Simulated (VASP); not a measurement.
Runs of VASP 6.6.1 on SnO2 (rutile type). The structure is that of space group P4_2/mnm (No. 136), or close to it. The cells are those of the table. 

```tsv
task	cell	cutoff (eV)	gap on the mesh (eV)	pressure (GPa)	largest force (eV/Å)
single point	a = 4.211, b = 4.211, c = 3.064 Å, 6 atoms	520	4.61	123.9	0.07
single point	a = 4.407, b = 4.407, c = 3.108 Å, 6 atoms	520	3.31	(b)	0.03
single point	a = 4.582, b = 4.582, c = 3.163 Å, 6 atoms	520	2.08	30.9	0.01
single point	a = 3.919, b = 3.919, c = 3.046 Å, 6 atoms	520	(a)	(c)	(d)
relaxation of shape and atoms at fixed volume	relaxed from a = 4.481, b = 4.481, c = 3.006 Å, 6 atoms	600	3.31	66.5	-
single point	a = 4.706, b = 4.706, c = 3.203 Å, 6 atoms	520	1.30	13.0	0.01
relaxation of shape and atoms at fixed volume	relaxed from a = 4.326, b = 4.326, c = 2.902 Å, 6 atoms	600	4.59	123.3	-
```

Alike in all rows: level PBE; potentials or basis VASP PAW PBE potentials, release 64 (Sn_d, O); no spin polarisation; k mesh 8 × 8 × 11; smearing fermi-dirac 0.05 eV.

Task: Estimate the missing entries.

Result: (a) 5.55; (b) 66.8; (c) 244.3; (d) 0.24.

Caveats: spin-orbit coupling is left out, which moves the levels of the heavy elements.

A k mesh can miss the band edges, and the runs leave out spin-orbit coupling on Sn.
